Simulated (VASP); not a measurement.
# Si2Mo (I4/mmm) in VASP: notebook, part 2 of 2

VASP 6.6.1.

**4. Single point, revPBE (13.82 Å³/atom)**

This run uses another cell than the first one, of 13.82 Å³/atom.

File INCAR:

```
SYSTEM = Si2Mo
PREC = Accurate ; ENCUT = 520
EDIFF = 1E-6 ; ISMEAR = 0
SIGMA = 0.05 ; LREAL = .False.
LASPH = .True. ; NELM = 80
ALGO = Normal ; ISIF = 2
LWAVE = .False. ; LCHARG = .True.
GGA = RE ; LELF = .True.
LVHAR = .True. ; NBANDS = 18
```

File KPOINTS:

```
Automatic mesh
0
Gamma
  10 10 10
  0 0 0
```

File POSCAR:

```
Si2Mo
1.0
   -1.6192526545      1.6192526545      3.9531616243
    1.6192526545     -1.6192526545      3.9531616243
    1.6192526545      1.6192526545     -3.9531616243
Si Mo
2 1
Direct
    0.3353465593      0.3353465593      0.0000000000
    0.6646534407      0.6646534407      0.0000000000
    0.0000000000      0.0000000000      0.0000000000
```

Launch:

```
cat potpaw_PBE.64/Si/POTCAR potpaw_PBE.64/Mo_sv/POTCAR > POTCAR
mpirun -np 1 vasp_std > vasp.out
```

Run time: 2.9 min. Hardware: 1 thread of Intel Xeon 8259CL, shared host; peak memory 0.25 GiB.

It converged, with:

- Free energy: -22.3330 eV
- Pressure: -1.7 GPa
- Band gap on the k mesh: zero (bands 11 and 12 overlap by 0.91 eV)

Forces in eV/Å, atoms in the order of the input:
```
Si   0.000  0.000  0.003
Si   0.000  0.000 -0.003
Mo   0.000  0.000  0.000
```

Stress tensor (GPa, compression positive):
```
-1.77  0.00  0.00
 0.00 -1.77  0.00
 0.00  0.00 -1.45
```

Levels at points of the mesh, in eV from the Fermi level:
| k point | band 9 | band 10 | band 11 | band 12 | band 13 | band 14 |
| --- | --- | --- | --- | --- | --- | --- |
| (0.00, 0.00, 0.00) | -2.45 | -2.45 | 0.42 | 3.07 | 3.36 | 3.48 |
| (0.50, 0.00, 0.00) | -2.42 | -2.37 | -0.39 | 2.24 | 3.13 | 3.96 |
| (0.50, 0.50, 0.00) | -4.23 | -2.83 | -1.14 | 2.29 | 2.70 | 3.17 |
| (0.50, 0.50, 0.50) | -0.46 | -0.46 | -0.41 | -0.41 | 0.55 | 4.78 |

Caveat: the PAW data sets were made with another functional, which shifts forces and pressure a little.

**5. Single point, revPBE (13.98 Å³/atom)**

This run uses another cell than the first one, of 13.98 Å³/atom.

File INCAR:

```
ALGO = Normal
EDIFF = 1E-6
ENCUT = 520
GGA = RE
ISIF = 2
ISMEAR = 0
LASPH = T
LCHARG = F
LREAL = F
LWAVE = F
NBANDS = 18
NELM = 60
PREC = Accurate
SIGMA = 0.05
```

File KPOINTS:

```
k-points
0
Gamma
  10 10 10
```

File POSCAR:

```
Si2Mo
1.0
   -1.6254593123      1.6254593123      3.9693898262
    1.6254593123     -1.6254593123      3.9693898262
    1.6254593123      1.6254593123     -3.9693898262
Si Mo
2 1
Direct
    0.3355719357      0.3355719357      0.0000000000
    0.6644280643      0.6644280643      0.0000000000
    0.0000000000      0.0000000000      0.0000000000
```

Launch:

```
cat potpaw_PBE.64/Si/POTCAR potpaw_PBE.64/Mo_sv/POTCAR > POTCAR
mpirun -np 1 vasp_std > vasp.out
```

It took 2.4 min on 1 thread of Intel Xeon 8259CL, shared host; peak memory 0.25 GiB.

The run converged. Its results:

```yaml
Free_energy: -22.3246 eV
Pressure: -3.9 GPa
Band_gap_on_the_k_mesh: zero (bands 11 and 12 overlap by 0.89 eV)
```

Levels at points of the mesh, in eV from the Fermi level:
| k point | band 7 | band 8 | band 9 | band 10 | band 11 | band 12 | band 13 | band 14 | band 15 | band 16 |
| --- | --- | --- | --- | --- | --- | --- | --- | --- | --- | --- |
| (0.00, 0.00, 0.00) | -3.33 | -2.76 | -2.41 | -2.41 | 0.41 | 3.01 | 3.41 | 3.44 | 3.44 | 3.99 |
| (0.50, 0.00, 0.00) | -4.69 | -4.29 | -2.39 | -2.32 | -0.38 | 2.20 | 3.12 | 3.87 | 4.18 | 5.49 |
| (0.50, 0.50, 0.00) | -5.37 | -5.09 | -4.18 | -2.79 | -1.15 | 2.25 | 2.64 | 3.13 | 3.33 | 4.79 |
| (0.50, 0.50, 0.50) | -3.21 | -1.97 | -0.45 | -0.45 | -0.40 | -0.40 | 0.54 | 4.73 | 4.81 | 6.09 |

Caveat: the cell stands under tension; the PAW data sets were made with another functional, which shifts forces and pressure a little.

**6. Single point, revPBE (14.26 Å³/atom)**

This run uses another cell than the first one, of 14.26 Å³/atom.

File INCAR:

```
PREC     = Accurate       # precision mode
ENCUT    = 520            # plane-wave cutoff, eV
EDIFF    = 1E-6           # SCF threshold, eV
ISMEAR   = 0              # smearing method
SIGMA    = 0.05           # smearing width, eV
LREAL    = False          # projectors in reciprocal space
LASPH    = True           # aspherical terms in the spheres
NELM     = 60             # most SCF steps
ALGO     = Normal         # electronic algorithm
ISIF     = 2              # what is computed and relaxed
LWAVE    = False          # write WAVECAR
LCHARG   = True           # write CHGCAR
GGA      = RE             # functional
LELF     = True           # ELF
LVHAR    = True         
NBANDS   = 18             # bands
```

File KPOINTS:

```
regular mesh
0
Gamma
  10 10 10
```

File POSCAR:

```
Si2Mo
1.0
   -1.6365781450      1.6365781450      3.9924145630
    1.6365781450     -1.6365781450      3.9924145630
    1.6365781450      1.6365781450     -3.9924145630
Si Mo
2 1
Direct
    0.3359268366      0.3359268366      0.0000000000
    0.6640731634      0.6640731634      0.0000000000
    0.0000000000      0.0000000000      0.0000000000
```

Potentials or basis: VASP PAW PBE potentials, release 64 (Si, Mo_sv).

Launch:

```
cat potpaw_PBE.64/Si/POTCAR potpaw_PBE.64/Mo_sv/POTCAR > POTCAR
mpirun -np 1 vasp_std > vasp.out
```

OUTCAR:

```text
PREC = Accurate
   ENCUT = 520
   EDIFF = 1E-6
   ISMEAR = 0
   LREAL = False
   LASPH = True
   NELM = 60
   ISIF = 2
   GGA = RE

 ion  position               nearest neighbor table
   1  0.336  0.336  0.000-   2 2.62   3 2.66   3 2.66   3 2.66   3 2.66   3 2.68   2 2.69   2 2.69
                             2 2.69   2 2.69
   2  0.664  0.664  0.000-   1 2.62   3 2.66   3 2.66   3 2.66   3 2.66   3 2.68   1 2.69   1 2.69
                             1 2.69   1 2.69
   3  0.000  0.000  0.000-   1 2.66   2 2.66   2 2.66   2 2.66   2 2.66   1 2.66   1 2.66   1 2.66
                             1 2.68   2 2.68

  LATTYP: Found a body centered tetragonal cell.
 ALAT       =     3.2731562900
 C/A-ratio  =     2.4394891104

  Lattice vectors:

 A1 = (  -1.6365781450,   1.6365781450,   3.9924145630)
 A2 = (   1.6365781450,  -1.6365781450,   3.9924145630)
 A3 = (   1.6365781450,   1.6365781450,  -3.9924145630)

Analysis of symmetry for initial positions (statically):
=====================================================================
 Subroutine PRICEL returns:
 Original cell was already a primitive cell.

 Routine SETGRP: Setting up the symmetry group for a
 body centered tetragonal supercell.

 Subroutine GETGRP returns: Found 16 space group operations
 (whereof 16 operations were pure point group operations)
 out of a pool of 16 trial point group operations.

The static configuration has the point symmetry D_4h.

Analysis of symmetry for dynamics (positions and initial velocities):
=====================================================================
 Subroutine PRICEL returns:
 Original cell was already a primitive cell.

 Routine SETGRP: Setting up the symmetry group for a
 body centered tetragonal supercell.

 Subroutine GETGRP returns: Found 16 space group operations
 (whereof 16 operations were pure point group operations)
 out of a pool of 16 trial point group operations.

The dynamic configuration has the point symmetry D_4h.

[... 118 lines left out ...]
   IMIX   =      4    mixing-type and parameters
     AMIX     =   0.40;   BMIX     =  1.00
     AMIX_MAG =   1.60;   BMIX_MAG =  1.00
  volume/ion in A,a.u.               =      14.26        96.22
  Fermi-wavevector in a.u.,A,eV,Ry     =   1.311674  2.478705 23.408681  1.720490
  Thomas-Fermi vector in A             =   2.442119
   LORBIT       =      0    0 simple, 1 ext, 2 COOP (PROOUT), +10 PAW based schemes
   GGA     = RE    functional components
   LHFCALC =     F    Hartree Fock is set to
   AEXX    =    0.0000 exact exchange contribution
   IVDW    =     0    specifies the selected vdW correction
   LEPSILON=     F    determine dielectric tensor
   LRPA    =     F    only Hartree local field effects (RPA)
 non-spin polarized calculation
 Gauss-broadening in eV      SIGMA  =   0.05
  energy-cutoff  :      520.00
  volume of cell :       42.77
 maximum number of plane-waves:      1168
 NGX is ok and might be reduce to    36
   NGX = 17   NGY = 17   NGZ = 17

 number of electron      21.9999999 magnetization

 Free energy of the ion-electron system (eV)
  ---------------------------------------------------
  ext. energy  EPLUGINS =         0.00000000
  ---------------------------------------------------
  free energy    TOTEN  =       -22.29597114 eV

  energy without entropy =      -22.29554173  energy(sigma->0) =      -22.29575644

 E-fermi :  11.3227     XC(G=0): -12.1151

 val. band max:       11.2985978630   @ k =  -0.4000   0.5000   0.4000
 cond. band min:      11.4694771493   @ k =  -0.4000   0.4000   0.4000
 fundamental gap:      0.1708792862
 Fermi energy:        11.3226628072

 k-point     1 :       0.0000    0.0000    0.0000
  band No.  band energies     occupation
      1     -49.3848      2.00000
      2     -23.4916      2.00000
      3     -23.4541      2.00000
      4     -23.4541      2.00000
      5      -1.5187      2.00000
      6       5.3906      2.00000
[... 481 lines left out ...]
      5       2.3431      2.00000
      6       3.4111      2.00000
[... 10 lines left out ...]
     17      17.8828      0.00000
     18      19.9251      0.00000

 [... further k-points ...]

------------------------ aborting loop because EDIFF is reached ----------------------------------------

  FORCE on cell =-STRESS in cart. coord.  units (eV):
  Direction    XX          YY          ZZ          XY          YZ          ZX
  --------------------------------------------------------------------------------------
  -------------------------------------------------------------------------------------
  Total       -1.9234099     -1.9234099     -1.9481030      0.0000000      0.0000000      0.0000000
  in kB      -72.0465708    -72.0465708    -72.9715182      0.0000000      0.0000000      0.0000000
  external PRESSURE =     -72.3548866 kB  Pullay stress =       0.0000000 kB

 VOLUME and BASIS-vectors are now :
 -----------------------------------------------------------------------------
  energy-cutoff  :      520.00
  volume of cell :       42.77
      direct lattice vectors                 reciprocal lattice vectors
    -1.636578145  1.636578145  3.992414563     0.000000000  0.305515506  0.125237495
     1.636578145 -1.636578145  3.992414563     0.305515506  0.000000000  0.125237495
     1.636578145  1.636578145 -3.992414563     0.305515506  0.305515506  0.000000000

 POSITION                                       TOTAL-FORCE (eV/Angst)
 -----------------------------------------------------------------------------------
      0.00000      0.00000      2.68232        -0.000000     -0.000000     -0.004341
      0.00000      0.00000      5.30251        -0.000000     -0.000000      0.004341
      0.00000      0.00000      0.00000         0.000000      0.000000      0.000000
 -----------------------------------------------------------------------------------
    total drift:                               -0.000000     -0.000000      0.000000

  FREE ENERGIE OF THE ION-ELECTRON SYSTEM (eV)
  ---------------------------------------------------
  free  energy   TOTEN  =       -22.2959711438 eV

  energy  without entropy=      -22.2955417311  energy(sigma->0) =      -22.29575644
```

OSZICAR:

```text
N       E                     dE             d eps       ncg     rms          rms(c)
DAV:   1     0.120350223858E+03    0.12035E+03   -0.11221E+04  3672   0.116E+03
DAV:   2    -0.201350471478E+02   -0.14049E+03   -0.13784E+03  4396   0.294E+02
DAV:   3    -0.231968010629E+02   -0.30618E+01   -0.30352E+01  4526   0.387E+01
DAV:   4    -0.232157414067E+02   -0.18940E-01   -0.18923E-01  4346   0.330E+00
DAV:   5    -0.232158718126E+02   -0.13041E-03   -0.13040E-03  4336   0.289E-01    0.186E+01
DAV:   6    -0.224868196141E+02    0.72905E+00   -0.65171E+00  3844   0.159E+01    0.424E+00
DAV:   7    -0.223309190459E+02    0.15590E+00   -0.10800E+00  3844   0.602E+00    0.391E+00
DAV:   8    -0.222966023995E+02    0.34317E-01   -0.10655E-01  4008   0.240E+00    0.443E-01
DAV:   9    -0.222959979302E+02    0.60447E-03   -0.22451E-03  4494   0.381E-01    0.280E-01
DAV:  10    -0.222959951926E+02    0.27376E-05   -0.64815E-04  4114   0.213E-01    0.560E-02
DAV:  11    -0.222959741022E+02    0.21090E-04   -0.22330E-04  4046   0.110E-01    0.454E-02
DAV:  12    -0.222959716228E+02    0.24794E-05   -0.22955E-05  3954   0.332E-02    0.954E-03
DAV:  13    -0.222959711438E+02    0.47899E-06   -0.84888E-07  2114   0.777E-03
   1 F= -.22295971E+02 E0= -.22295756E+02  d E =-.429413E-03
```

stdout:

```text
POSCAR found type information on POSCAR SiMo
 POSCAR found :  2 types and       3 ions
 scaLAPACK will be used
 -----------------------------------------------------------------------------
|                                                                             |
|                                                                             |
|     You enforced a specific xc type in the INCAR file but a different       |
|     I HOPE YOU KNOW WHAT YOU ARE DOING!                                     |
|                                                                             |
 -----------------------------------------------------------------------------

 LDA part: xc-table for (Slater+PW92), standard interpolation
 POSCAR, INCAR and KPOINTS ok, starting setup
 FFT: planning ... GRIDC
 FFT: planning ... GRID_SOFT
 FFT: planning ... GRID
 WAVECAR not read
 entering main loop
```

It took 2.7 min on 1 thread of Intel Xeon 8259CL, shared host; peak memory 0.25 GiB.

What came out:

- Free energy: -22.2960 eV
- Pressure: -7.2 GPa
- Largest force: 0.004 eV/Å
- Band gap on the k mesh: zero (bands 11 and 12 overlap by 0.87 eV)

Forces on the atoms (eV/Å):
```
Si   0.000  0.000 -0.004
Si   0.000  0.000  0.004
Mo   0.000  0.000  0.000
```

Stress tensor (GPa, compression positive):
```
-7.20  0.00  0.00
 0.00 -7.20  0.00
 0.00  0.00 -7.30
```

Caveat: the cell stands under tension; the PAW data sets were made with another functional, which shifts forces and pressure a little.

**7. The runs side by side**

| level | cell | gap on the mesh (eV) | pressure (GPa) |
| --- | --- | --- | --- |
| PBE+D4 | a = 4.558 Å, angles 138.5, 138.5, 60.1°, 3 atoms | none | -7.8 |
| revPBE | a = 4.559 Å, angles 138.5, 138.5, 60.1°, 3 atoms | none | -0.1 |
| revPBE | a = 4.569 Å, angles 138.5, 138.5, 60.2°, 3 atoms | none | -1.7 |
| revPBE | a = 4.587 Å, angles 138.5, 138.5, 60.2°, 3 atoms | none | -3.9 |
| revPBE | a = 4.615 Å, angles 138.5, 138.5, 60.2°, 3 atoms | none | -7.2 |

Alike in all rows: task single point; potentials or basis VASP PAW PBE potentials, release 64 (Si, Mo_sv); no spin polarisation; k mesh 10 × 10 × 10; cutoff (eV) 520; smearing gaussian 0.05 eV.

Caveats: the PAW data sets were made with another functional, which shifts forces and pressure a little (at least some runs); the cell stands under tension (at least some runs).

Absolute energies hang on the potentials; compare differences alone.
